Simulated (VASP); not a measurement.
Here is a VASP 6.6.1 calculation.

Contents of POSCAR:

```
CdTe
1.0
    0.0000000000      3.2471758892      3.2471758892
    3.2471758892      0.0000000000      3.2471758892
    3.2471758892      3.2471758892      0.0000000000
Te Cd
1 1
Direct
    0.7500000000      0.7500000000      0.7500000000
    0.0000000000      0.0000000000      0.0000000000
```

The input INCAR.step1:

```
PREC     = Accurate       # precision mode
ENCUT    = 520            # plane-wave cutoff, eV
EDIFF    = 1E-5           # SCF threshold, eV
ISMEAR   = -1             # smearing method
SIGMA    = 0.05           # smearing width, eV
LREAL    = False          # projectors in reciprocal space
LASPH    = True           # aspherical terms in the spheres
NELM     = 100            # most SCF steps
ALGO     = Normal         # electronic algorithm
ISIF     = 2              # what is computed and relaxed
LWAVE    = True           # write WAVECAR
LCHARG   = False          # write CHGCAR
NBANDS   = 16             # bands
GGA      = PE             # functional
```

File INCAR.step2:

```
PREC     = Accurate       # precision mode
ENCUT    = 520            # plane-wave cutoff, eV
EDIFF    = 1E-7           # SCF threshold, eV
ISMEAR   = -1             # smearing method
SIGMA    = 0.05           # smearing width, eV
LREAL    = False          # projectors in reciprocal space
LASPH    = True           # aspherical terms in the spheres
NELM     = 100            # most SCF steps
ALGO     = Normal         # electronic algorithm
ISIF     = 2              # what is computed and relaxed
LWAVE    = False          # write WAVECAR
LCHARG   = False          # write CHGCAR
GGA      = PE             # functional
LHFCALC  = True           # exact exchange
AEXX     = 1.0            # exact-exchange fraction
ALDAC    = 0.0          
AGGAC    = 0.0          
PRECFOCK = Normal       
NBANDS   = 16             # bands
ISTART   = 1
```

File KPOINTS:

```
Automatic mesh
0
Gamma
  4 4 4
```

Potentials or basis: VASP PAW PBE potentials, release 64 (Te, Cd).

The run is started by

```sh
$ cat potpaw_PBE.64/Te/POTCAR potpaw_PBE.64/Cd/POTCAR > POTCAR
$ cp INCAR.step1 INCAR
$ mpirun -np 1 vasp_std > vasp.out
$ cp INCAR.step2 INCAR
$ mpirun -np 1 vasp_std > vasp.out
```

Problem. Estimate the band gap on the k mesh.

Solution. 6.72 eV.

Problem. Estimate the pressure.

Solution. 3.8 GPa.

Caveat: the cell stands under pressure; the PAW data sets were made with another functional, which shifts forces and pressure a little; spin-orbit coupling is left out, which moves the levels of the heavy elements.
